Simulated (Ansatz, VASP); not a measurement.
**HgH in VASP and in Ansatz**

```xyz
6
Lattice="6.5023 0.0000 0.0000 -3.2512 5.6312 0.0000 0.0000 0.0000 2.9232" Properties=species:S:1:pos:R:3 pbc="T T T"
Hg    3.2512    0.0000    0.0000
Hg    1.6256    2.8156    0.0000
Hg   -1.6256    2.8156    0.0000
H     0.0000    0.0000    0.0000
H     0.0000    3.7541    1.4616
H     3.2512    1.8771    1.4616
```

Alike in both runs: task relaxation of cell and atoms; functional PBE; k mesh 6 × 6 × 12; occupations gaussian, width 0.1 eV; no spin polarisation.

|  | VASP | Ansatz |
| --- | --- | --- |
| version | VASP 6.6.1 | Ansatz 0.2.0 |
| potentials or method | VASP PAW PBE potentials, release 64 (Hg, H), cutoff 600 eV | scalar-relativistic, plane waves, PAW |
| valence electrons in the cell | 39 | 63 |

VASP gave:

```
gap on the k mesh at the Fermi level, each at its own relaxed structure (eV) : none
relaxed volume (Å³/atom)                                                     : 17.46
relaxed length of the cell vector where the two differ most in proportion (Å)              : 6.054
```

Q: Which values does Ansatz return?

A: gap on the k mesh at the Fermi level, each at its own relaxed structure (eV): none; relaxed volume (Å³/atom): 17.34; relaxed length of the cell vector where the two differ most in proportion (Å): 6.033.

A gap of «none» marks a metal or a gap that the smearing closes. VASP's potentials hold 39 valence electrons a cell and Ansatz's 63, so a difference there can come from the potentials and not from the codes.

Spin-orbit coupling is off throughout.
